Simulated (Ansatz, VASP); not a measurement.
# B: VASP beside Ansatz

```
B
1.0
     1.69324   -1.47794    0.00000
     1.69324    1.47794    0.00000
     0.00000    0.00000    5.39709
B
4
Direct
  0.00001 0.99999 0.15709
  0.49999 0.50001 0.65709
  0.99999 0.00001 0.84291
  0.50001 0.49999 0.34291
```

Alike in both runs: functional r2SCAN; k mesh 8 × 8 × 4; occupations gaussian, width 0.1 eV; no spin polarisation.

Ansatz relaxed the structure, and its values are those at the end. VASP's run is a single point on that final structure, the one shown.

|  | VASP | Ansatz |
| --- | --- | --- |
| version | VASP 6.6.1 | Ansatz 0.2.0 |
| potentials or method | VASP PAW PBE potentials, release 64 (B), cutoff 520 eV | scalar-relativistic, plane waves, PAW |
| valence electrons in the cell | 12 | 12 |

```csv
,VASP,Ansatz,Ansatz less VASP
gap on the k mesh at the Fermi level (eV),none,none,-
pressure (GPa),0.0,-0.1,-0.04
rms of the force components (eV/Å),0.004,0.003,-0.0009
```

VASP's potentials were made for PBE, not for r2SCAN. A gap of «none» marks a metal or a gap that the smearing closes. With one functional, cell and mesh, what is left measures potentials, basis and numerics.
